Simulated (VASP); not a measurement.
Here is a VASP 6.6.1 calculation.

INCAR

```
SYSTEM = ZrB2
  PREC = Accurate
  ENCUT = 520
  EDIFF = 1E-6
  ISMEAR = 0
  SIGMA = 0.15
  LREAL = .False.
  LASPH = .True.
  NELM = 100
  ALGO = Normal
  ISIF = 2
  LWAVE = .False.
  LCHARG = .False.
  GGA = CA
  NBANDS = 16
```

File KPOINTS:

```
regular mesh
0
Gamma
  18 18 12
  0 0 0
```

File POSCAR:

```
ZrB2
1.0
    3.3466239183      0.0000000000      0.0000000000
   -1.6733119592      2.8982613302      0.0000000000
    0.0000000000      0.0000000000      3.3014444954
Zr B
1 2
Direct
    0.0000000000      0.0000000000      0.0000000000
    0.3333333333      0.6666666667      0.5000000000
    0.6666666667      0.3333333333      0.5000000000
```

Potentials or basis: VASP PAW LDA potentials, release 64 (Zr_sv, B).

Command:

```console
$ cat potpaw_LDA.64/Zr_sv/POTCAR potpaw_LDA.64/B/POTCAR > POTCAR
$ mpirun -np 1 vasp_std > vasp.out
```

Question: Estimate the band gap on the k mesh.

Answer: Zero (band 9 reaches 10.47 eV, above the bottom of band 10 at 9.31 eV).

Question: Predict the pressure.

Answer: -17.3 GPa.

Stress tensor (GPa, compression positive):
```
-29.55   0.00   0.00
  0.00 -29.55   0.00
  0.00   0.00   7.29
```
